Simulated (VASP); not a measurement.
Here is a VASP 6.6.1 calculation.

The input INCAR:

```
PREC = Accurate
ENCUT = 520
EDIFF = 1E-7
ISMEAR = -1
SIGMA = 0.02
LREAL = False
LASPH = True
NELM = 100
ALGO = Normal
ISIF = 2
LWAVE = False
LCHARG = False
GGA = PE
IBRION = 2
NSW = 80
EDIFFG = -0.02
```

KPOINTS

```
Automatic mesh
0
Gamma
  5 5 4
```

File POSCAR:

```
CO2
1.0
    4.3350000000      0.0000000000      0.0000000000
    0.0000000000      4.3350000000      0.0000000000
    0.0000000000      0.0000000000      6.1020000000
C O
4 8
Direct
    0.4600000000      0.4600000000      0.0000000000
    0.0400000000      0.9600000000      0.2500000000
    0.5400000000      0.5400000000      0.5000000000
    0.9600000000      0.0400000000      0.7500000000
    0.2620000000      0.2180000000      0.2600000000
    0.2820000000      0.7620000000      0.5100000000
    0.7380000000      0.7820000000      0.7600000000
    0.7180000000      0.2380000000      0.0100000000
    0.7620000000      0.2820000000      0.4900000000
    0.7820000000      0.7380000000      0.2400000000
    0.2380000000      0.7180000000      0.9900000000
    0.2180000000      0.2620000000      0.7400000000
```

Potentials or basis: VASP PAW PBE potentials, release 64 (C, O).

Run with:

```sh
$ cat potpaw_PBE.64/C/POTCAR potpaw_PBE.64/O/POTCAR > POTCAR
$ mpirun -np 1 vasp_std > vasp.out
```

Task: Estimate the band gap on the k mesh.

Result: 6.38 eV (least direct gap 6.64 eV).

Task: Predict the energy gained by relaxing.

Result: 1666.6 meV/atom.

The path:
| step | energy change (eV) | largest force (eV/Å) | pressure (GPa) |
| --- | --- | --- | --- |
| 1 | 0.0000 | 9.2993 | -37.28 |
| 2 | -8.0617 | 24.3029 | 106.86 |
| 3 | -9.9163 | 9.9427 | -27.98 |
| 4 | -16.5543 | 7.0966 | -11.15 |
| 5 | -19.2429 | 2.6825 | 30.03 |
| 6 | -19.4505 | 1.2779 | 15.83 |
| 7 | -19.4817 | 1.1935 | 19.17 |
| 8 | -19.4687 | 1.1212 | 21.89 |
| 9 | -19.5102 | 2.0279 | 11.62 |
| 10 | -19.5720 | 0.9692 | 16.02 |
| 11 | -19.6891 | 0.6667 | 17.25 |
| 12 | -19.7682 | 0.5150 | 18.51 |
| 13 | -19.7902 | 0.4729 | 20.98 |
| 14 | -19.7906 | 0.5400 | 21.36 |
| 15 | -19.8085 | 0.4658 | 21.04 |
| 16 | -19.8489 | 0.2906 | 20.06 |
| 17 | -19.8666 | 0.5849 | 17.86 |
| 18 | -19.8704 | 0.4918 | 18.56 |
| 19 | -19.8902 | 0.4601 | 19.40 |
| 20 | -19.9120 | 0.7036 | 21.73 |
| 21 | -19.9195 | 0.6519 | 21.51 |
| 22 | -19.9388 | 0.5001 | 20.87 |
| 23 | -19.9629 | 0.2474 | 19.62 |
| 24 | -19.9527 | 0.5103 | 17.25 |
| 25 | -19.9682 | 0.1960 | 18.73 |
| 26 | -19.9710 | 0.1803 | 18.85 |
| 27 | -19.9775 | 0.1656 | 19.21 |
| 28 | -19.9829 | 0.2605 | 19.89 |
| 29 | -19.9863 | 0.1229 | 19.19 |
| 30 | -19.9870 | 0.1238 | 18.70 |
| 31 | -19.9884 | 0.1133 | 18.73 |
| 32 | -19.9920 | 0.0940 | 18.81 |
| 33 | -19.9963 | 0.1061 | 18.95 |
| 34 | -19.9937 | 0.1305 | 19.12 |
| 35 | -19.9971 | 0.1140 | 19.03 |
| 36 | -19.9987 | 0.0888 | 18.56 |
| 37 | -19.9988 | 0.1151 | 18.45 |
| 38 | -19.9996 | 0.0370 | 18.75 |
| 39 | -19.9997 | 0.0099 | 18.91 |

Caveat: this functional lacks dispersion, which holds the molecules together, so the pressure and a relaxed volume are unreliable; an odd mesh through Γ misses points on the zone boundary, where band edges can lie.
